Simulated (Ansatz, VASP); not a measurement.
# One calculation of ZnO, two programs

```
Zn O
1.0
     3.23001    0.00000    0.00000
    -1.61500    2.79727    0.00000
     0.00000    0.00000    5.21434
Zn O
2 2
Cartesian
  0.0000 1.8648 2.6074
  1.6150 0.9324 0.0002
  1.6150 0.9324 1.9761
  0.0000 1.8648 4.5832
```

Alike in both runs: functional PBEsol; k mesh 12 × 12 × 8; occupations fermi-dirac, width 0.08 eV; no spin polarisation.

Ansatz relaxed the structure, and its values are those at the end. VASP's run is a single point on that final structure, the one shown.

```csv
,VASP,Ansatz
version,VASP 6.6.1,Ansatz 0.2.0
potentials or method,"VASP PAW PBE potentials, release 64 (Zn, O)","PAW with Ansatz's default frozen-core files, scalar-relativistic"
plane-wave cutoff (eV),520,420
valence electrons in the cell,36,36
```

|  | VASP | Ansatz | Ansatz less VASP |
| --- | --- | --- | --- |
| pressure (GPa) | 1.0 | 0.0 | -1.00 |

VASP's potentials were made for PBE, not for PBEsol.
